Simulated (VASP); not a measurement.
Input of a VASP 6.6.1 run:

Contents of INCAR:

```
ALGO = Normal ; EDIFF = 1E-6
EDIFFG = -0.01 ; ENCUT = 600
IBRION = 2 ; ISIF = 3
ISMEAR = -1 ; LASPH = True
LCHARG = False ; LREAL = False
LWAVE = False ; NELM = 100
NSW = 80 ; PREC = Accurate
SIGMA = 0.1
```

The input KPOINTS:

```
k-points
0
Gamma
  10 10 10
```

File POSCAR:

```
Os
1.0
    0.0000000000      2.6631674351      2.6631674351
    2.6631674351      0.0000000000      2.6631674351
    2.6631674351      2.6631674351      0.0000000000
Os
2
Direct
    0.1250000000      0.1250000000      0.1250000000
    0.8750000000      0.8750000000      0.8750000000
```

Potentials or basis: VASP PAW LDA potentials, release 64 (Os).

Command:

```sh
$ cat potpaw_LDA.64/Os/POTCAR > POTCAR
$ mpirun -np 1 vasp_std > vasp.out
```

Estimate the relaxed volume.

20.36 Å³/atom.

What does it give for the band gap on the k mesh?

Zero (bands 8 and 9 overlap by 1.18 eV).

Final structure:
```yaml
crystal:
  lattice:
    - [0.00000, 2.73053, 2.73053]
    - [2.73053, 0.00000, 2.73053]
    - [2.73053, 2.73053, 0.00000]
  atoms:
    - { symbol: Os, position: [0.12500, 0.12500, 0.12500] }
    - { symbol: Os, position: [0.87500, 0.87500, 0.87500] }
```

Caveat: spin-orbit coupling is left out, which moves the levels of the heavy elements.
